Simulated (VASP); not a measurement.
Wanted: the native input for a VASP 6.6.1 run.

| Quantity | Value |
| --- | --- |
| Task | single point |
| Functional | PBE |
| Potentials or basis | VASP PAW PBE potentials, release 64 (Cs_sv, H) |
| Cutoff | 520 eV |
| k mesh | 10 × 10 × 6 |
| Occupations | gaussian, width 0.1 eV |
| Spin | no spin polarisation |
| Dipole correction | no |
| Further INCAR settings | ALGO = Normal; EDIFF = 1e-06; NBANDS = 20 |

The structure of CsH2 lies in POSCAR:

```
CsH2
1.0
    3.9722367565      0.0000000000      0.0000000000
    0.0000000000      3.9722367565      0.0000000000
    0.0000000000      0.0000000000      7.8282145885
Cs H
2 4
Direct
    0.0000000000      0.5000000000      0.7562084612
    0.5000000000      0.0000000000      0.2437915388
    0.0000000000      0.0000000000      0.0000000000
    0.5000000000      0.5000000000      0.0000000000
    0.0000000000      0.5000000000      0.0921396514
    0.5000000000      0.0000000000      0.9078603486
```

These files were run (other wordings do the same):

INCAR

```
SYSTEM = CsH2
ALGO = Normal ; EDIFF = 1E-6
ENCUT = 520 ; GGA = PE
ISIF = 2 ; ISMEAR = 0
LASPH = .True. ; LCHARG = .False.
LREAL = .False. ; LWAVE = .False.
NBANDS = 20 ; NELM = 80
PREC = Accurate ; SIGMA = 0.1
```

KPOINTS

```
k-points
0
Gamma
  10 10 6
  0 0 0
```

Potentials or basis: VASP PAW PBE potentials, release 64 (Cs_sv, H).

Run with:

```bash
$ cat potpaw_PBE.64/Cs_sv/POTCAR potpaw_PBE.64/H/POTCAR > POTCAR
$ mpirun -np 1 vasp_std > vasp.out
```

Results of the run:

```yaml
Pressure: 0.1 GPa
Largest_force: 0.021 eV/Å
Band_gap_on_the_k_mesh: zero (bands 11 and 12 overlap by 2.27 eV)
```

Caveat: spin-orbit coupling is left out, which moves the levels of the heavy elements.

Wall time 98 s on 1 thread of Intel(R) Xeon(R) 6975P-C (Granite Rapids), on a shared host, peak memory 0.32 GiB.
